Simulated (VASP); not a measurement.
Wanted: the native input for a VASP 6.6.1 run.

```yaml
Task: single point
Functional: LDA
Potentials_or_basis: VASP PAW LDA potentials, release 64 (Hf_pv)
Cutoff: 520 eV
k_mesh: 14 × 14 × 14
Occupations: fermi-dirac, width 0.1 eV
Spin: no spin polarisation
Dipole_correction: no
Further_INCAR_settings: ALGO = Normal; EDIFF = 1e-06; NBANDS = 11
```

The structure of Hf lies in POSCAR:

```
Hf
1.0
   -1.6752839819      1.6752839819      1.6752839819
    1.6752839819     -1.6752839819      1.6752839819
    1.6752839819      1.6752839819     -1.6752839819
Hf
1
Direct
    0.0000000000      0.0000000000      0.0000000000
```

This cell differs from its parent crystal: volume scaled by 0.92.

One way to write it, as run:

INCAR

```
SYSTEM = Hf
ALGO = Normal
EDIFF = 1E-6
ENCUT = 520
ISIF = 2
ISMEAR = -1
LASPH = .True.
LCHARG = .False.
LREAL = .False.
LWAVE = .False.
NBANDS = 11
NELM = 80
PREC = Accurate
SIGMA = 0.1
```

KPOINTS

```
k-points
0
Gamma
  14 14 14
  0 0 0
```

Potentials or basis: VASP PAW LDA potentials, release 64 (Hf_pv).

The run is started by

```bash
$ cat potpaw_LDA.64/Hf_pv/POTCAR > POTCAR
$ mpirun -np 1 vasp_std > vasp.out
```

Results of the run:

```yaml
Pressure: 11.0 GPa
Band_gap_on_the_k_mesh: zero (band 5 reaches 7.26 eV, above the bottom of band 6 at 4.91 eV)
```

Caveat: spin-orbit coupling is left out, which moves the levels of the heavy elements.

Wall time 8.1 s on 1 thread of AMD EPYC 9R45 (Zen 5), with other jobs on the host, peak memory 0.11 GiB.
